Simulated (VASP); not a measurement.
# ScAl3 (Pm-3m) in VASP: settings compared

ScAl3 is run at these levels: PBEsol, PBEsol+D3(BJ); tasks: single point.

Everything below comes from runs of VASP 6.6.1. Logs are shortened: lines on timing, memory, paths and dates and some standing lists are left out, and cuts for length are marked.

### Step 1. The cell of the first run

It takes space group Pm-3m (No. 221, cubic). The conventional cell has a = 4.071 Å, b = 4.071 Å, c = 4.071 Å, α = 90.00°, β = 90.00°, γ = 90.00°. Within 3.8 Å of Sc (site symmetry m-3m) lie 12 Al at 2.88 Å. Within 3.8 Å of Al (site symmetry 4/mmm) lie 4 Sc at 2.88 Å and 8 Al at 2.88 Å.

### Step 2. Single point, PBEsol

INCAR

```
  PREC = Accurate
  ENCUT = 520
  EDIFF = 1E-6
  ISMEAR = -1
  SIGMA = 0.05
  LREAL = False
  LASPH = True
  NELM = 100
  ALGO = Fast
  ISIF = 2
  LWAVE = False
  LCHARG = False
  GGA = PS
  NBANDS = 18
```

KPOINTS

```
regular mesh
0
Gamma
  7 7 7
```

POSCAR

```
ScAl3
1.0
    4.0712713967      0.0000000000      0.0000000000
    0.0000000000      4.0712713967      0.0000000000
    0.0000000000      0.0000000000      4.0712713967
Sc Al
1 3
Direct
    0.0000000000      0.0000000000      0.0000000000
    0.5000000000      0.5000000000      0.0000000000
    0.0000000000      0.5000000000      0.5000000000
    0.5000000000      0.0000000000      0.5000000000
```

Potentials or basis: VASP PAW PBE potentials, release 64 (Sc_sv, Al).

On the command line:

```console
cat potpaw_PBE.64/Sc_sv/POTCAR potpaw_PBE.64/Al/POTCAR > POTCAR
mpirun -np 1 vasp_std > vasp.out
```

OUTCAR:

```text
PREC = Accurate
   ENCUT = 520
   EDIFF = 1E-6
   ISMEAR = -1
   LREAL = False
   LASPH = True
   NELM = 100
   ISIF = 2
   GGA = PS

 ion  position               nearest neighbor table
   1  0.000  0.000  0.000-   2 2.88   3 2.88   4 2.88   3 2.88   4 2.88   2 2.88   3 2.88   3 2.88
                             2 2.88   4 2.88   4 2.88   2 2.88
   2  0.500  0.500  0.000-   1 2.88   3 2.88   4 2.88   3 2.88   4 2.88   1 2.88   4 2.88   4 2.88
                             1 2.88   3 2.88   3 2.88   1 2.88
   3  0.000  0.500  0.500-   1 2.88   2 2.88   4 2.88   1 2.88   2 2.88   1 2.88   4 2.88   1 2.88
                             2 2.88   4 2.88   2 2.88   4 2.88
   4  0.500  0.000  0.500-   1 2.88   2 2.88   3 2.88   1 2.88   2 2.88   2 2.88   3 2.88   2 2.88
                             1 2.88   3 2.88   1 2.88   3 2.88

  LATTYP: Found a simple cubic cell.
 ALAT       =     4.0712713967

  Lattice vectors:

 A1 = (   4.0712713967,   0.0000000000,   0.0000000000)
 A2 = (   0.0000000000,   4.0712713967,   0.0000000000)
 A3 = (   0.0000000000,   0.0000000000,   4.0712713967)

Analysis of symmetry for initial positions (statically):
=====================================================================
 Subroutine PRICEL returns:
 Original cell was already a primitive cell.

 Routine SETGRP: Setting up the symmetry group for a
 simple cubic supercell.

 Subroutine GETGRP returns: Found 48 space group operations
 (whereof 48 operations were pure point group operations)
 out of a pool of 48 trial point group operations.

The static configuration has the point symmetry O_h .

Analysis of symmetry for dynamics (positions and initial velocities):
=====================================================================
 Subroutine PRICEL returns:
 Original cell was already a primitive cell.

 Routine SETGRP: Setting up the symmetry group for a
 simple cubic supercell.

 Subroutine GETGRP returns: Found 48 space group operations
 (whereof 48 operations were pure point group operations)
 out of a pool of 48 trial point group operations.

The dynamic configuration has the point symmetry O_h .

 Subroutine INISYM returns: Found 48 space group operations
 (whereof 48 operations are pure point group operations),
 and found     1 'primitive' translations

----------------------------------------------------------------------------------------

[... 91 lines left out ...]
   EDIFF  = 0.1E-05   stopping-criterion for ELM
   LREAL  =      F    real-space projection
   EDIFFG = 0.1E-04   stopping-criterion for IOM
   NSW    =      0    number of steps for IOM
   IBRION =     -1    ionic relax: 0-MD 1-quasi-New 2-CG
   NFREE  =      0    steps in history (QN), initial steepest desc. (CG)
   ISIF   =      2    stress and relaxation
   ISYM   =      2    0-nonsym 1-usesym 2-fastsym
   POTIM  = 0.5000    time-step for ionic-motion
   TEBEG  =    0.0;   TEEND  =   0.0 temperature during run
   PSTRESS=    0.0 pullay stress
   NELECT =      20.0000    total number of electrons
   NUPDOWN=      -1.0000    fix difference up-down
   EMIN   =  10.00;   EMAX   =-10.00  energy-range for DOS
   EFERMI =   0.00;   METHOD = LEGACY
   ISMEAR =    -1;   SIGMA  =   0.05  broadening in eV -4-tet -1-fermi 0-gaus
   EFERMI_NEDOS =   21; number of points for ismear=-14 and -15
   IALGO  =     68    algorithm
   IMIX   =      4    mixing-type and parameters
     AMIX     =   0.40;   BMIX     =  1.00
     AMIX_MAG =   1.60;   BMIX_MAG =  1.00
  volume/ion in A,a.u.               =      16.87       113.85
  Fermi-wavevector in a.u.,A,eV,Ry     =   1.091494  2.062625 16.209432  1.191360
  Thomas-Fermi vector in A             =   2.227741
   LORBIT       =      0    0 simple, 1 ext, 2 COOP (PROOUT), +10 PAW based schemes
   GGA     = PS    functional components
   LHFCALC =     F    Hartree Fock is set to
   AEXX    =    0.0000 exact exchange contribution
   IVDW    =     0    specifies the selected vdW correction
   LEPSILON=     F    determine dielectric tensor
   LRPA    =     F    only Hartree local field effects (RPA)
 non-spin polarized calculation
 RMM-DIIS sequential band-by-band and
  energy-cutoff  :      520.00
  volume of cell :       67.48
 maximum number of plane-waves:      1839
 NGX is ok and might be reduce to    30
   NGX = 15   NGY = 15   NGZ = 15

 number of electron      19.9999997 magnetization

 Free energy of the ion-electron system (eV)
  ---------------------------------------------------
  ext. energy  EPLUGINS =         0.00000000
  ---------------------------------------------------
  free energy    TOTEN  =       -20.77103497 eV

  energy without entropy =      -20.75811363  energy(sigma->0) =      -20.76457430

 E-fermi :   7.2111     XC(G=0): -10.5467

 val. band max:        7.1438777822   @ k =   0.4286   0.4286   0.1429
 cond. band min:       7.2158631915   @ k =   0.2857   0.0000   0.0000
 fundamental gap:      0.0719854093
 Fermi energy:         7.2111038356

 k-point     1 :       0.0000    0.0000    0.0000
  band No.  band energies     occupation
      1     -41.4117      2.00000
      2     -20.2143      2.00000
      3     -20.2143      2.00000
      4     -20.2143      2.00000
      5      -2.7715      2.00000
      6       4.6666      2.00000
[... 397 lines left out ...]
      5       1.5154      2.00000
      6       2.5153      2.00000
[... 10 lines left out ...]
     17      11.4552      0.00000
     18      16.7481      0.00000

------------------------ aborting loop because EDIFF is reached ----------------------------------------

  FORCE on cell =-STRESS in cart. coord.  units (eV):
  Direction    XX          YY          ZZ          XY          YZ          ZX
  --------------------------------------------------------------------------------------
  -------------------------------------------------------------------------------------
  Total        0.0712628      0.0712628      0.0712628     -0.0000000     -0.0000000     -0.0000000
  in kB        1.6919340      1.6919340      1.6919340     -0.0000000     -0.0000000     -0.0000000
  external PRESSURE =       1.6919340 kB  Pullay stress =       0.0000000 kB

 VOLUME and BASIS-vectors are now :
 -----------------------------------------------------------------------------
  energy-cutoff  :      520.00
  volume of cell :       67.48
      direct lattice vectors                 reciprocal lattice vectors
     4.071271397  0.000000000  0.000000000     0.245623517  0.000000000  0.000000000
     0.000000000  4.071271397  0.000000000     0.000000000  0.245623517  0.000000000
     0.000000000  0.000000000  4.071271397     0.000000000  0.000000000  0.245623517

 POSITION                                       TOTAL-FORCE (eV/Angst)
 -----------------------------------------------------------------------------------
      0.00000      0.00000      0.00000         0.000000      0.000000      0.000000
      2.03564      2.03564      0.00000         0.000000      0.000000      0.000000
      0.00000      2.03564      2.03564         0.000000      0.000000      0.000000
      2.03564      0.00000      2.03564         0.000000      0.000000      0.000000
 -----------------------------------------------------------------------------------
    total drift:                               -0.000000     -0.000000      0.000000

  FREE ENERGIE OF THE ION-ELECTRON SYSTEM (eV)
  ---------------------------------------------------
  free  energy   TOTEN  =       -20.7710349695 eV

  energy  without entropy=      -20.7581136299  energy(sigma->0) =      -20.76457430
```

stdout:

```text
POSCAR found type information on POSCAR ScAl
 POSCAR found :  2 types and       4 ions
 scaLAPACK will be used
 -----------------------------------------------------------------------------
|                                                                             |
|                                                                             |
|     You enforced a specific xc type in the INCAR file but a different       |
|     I HOPE YOU KNOW WHAT YOU ARE DOING!                                     |
|                                                                             |
 -----------------------------------------------------------------------------

 LDA part: xc-table for (Slater+PW92), standard interpolation
 POSCAR, INCAR and KPOINTS ok, starting setup
 FFT: planning ... GRIDC
 FFT: planning ... GRID_SOFT
 FFT: planning ... GRID
 WAVECAR not read
 entering main loop
```

Wall time 34 s (1 thread of AMD EPYC 7R13 (Zen 3), shared host); peak memory 0.14 GiB.

What came out:

```
Free energy            : -20.7710 eV
Pressure               : 0.2 GPa
Band gap on the k mesh : zero (band 10 reaches 8.31 eV, above the bottom of band 11 at 4.63 eV)
```

Caveat: the PAW data sets were made with another functional, which shifts forces and pressure a little.

### Step 3. Single point, PBEsol+D3(BJ)

This run uses another cell than the first one, of 17.08 Å³/atom, 1.012 times its volume.

INCAR

```
PREC = Accurate ; ENCUT = 520
EDIFF = 1E-6 ; ISMEAR = -1
SIGMA = 0.05 ; LREAL = F
LASPH = T ; NELM = 80
ALGO = Normal ; ISIF = 2
LWAVE = F ; LCHARG = F
GGA = PS ; IVDW = 12
NBANDS = 18
```

KPOINTS

```
Automatic mesh
0
Gamma
  7 7 7
```

POSCAR

```
ScAl3
1.0
    4.0878065700      0.0000000000      0.0000000000
    0.0000000000      4.0878065700      0.0000000000
    0.0000000000      0.0000000000      4.0878065700
Sc Al
1 3
Direct
    0.0000000000      0.0000000000      0.0000000000
    0.5000000000      0.5000000000      0.0000000000
    0.0000000000      0.5000000000      0.5000000000
    0.5000000000      0.0000000000      0.5000000000
```

Potentials or basis: VASP PAW PBE potentials, release 64 (Sc_sv, Al).

On the command line:

```console
cat potpaw_PBE.64/Sc_sv/POTCAR potpaw_PBE.64/Al/POTCAR > POTCAR
mpirun -np 1 vasp_std > vasp.out
```

Wall time 26 s (1 thread of AMD EPYC 7R13 (Zen 3), shared host); peak memory 0.15 GiB.

Results (log left out):

```yaml
Free_energy: -22.2359 eV
Pressure: -4.5 GPa
Band_gap_on_the_k_mesh: zero (band 10 reaches 8.20 eV, above the bottom of band 11 at 4.53 eV)
Dispersion_energy_per_atom: -0.367 eV
```

Levels at points of the mesh, in eV from the Fermi level:
| k point | band 8 | band 9 | band 10 | band 11 | band 12 | band 13 |
| --- | --- | --- | --- | --- | --- | --- |
| (0.00, 0.00, 0.00) | -1.70 | -1.70 | -1.70 | 1.32 | 1.38 | 1.38 |

Caveat: three body term missing; the PAW data sets were made with another functional, which shifts forces and pressure a little; pairwise dispersion overbinds metals, which lowers pressure and volume.
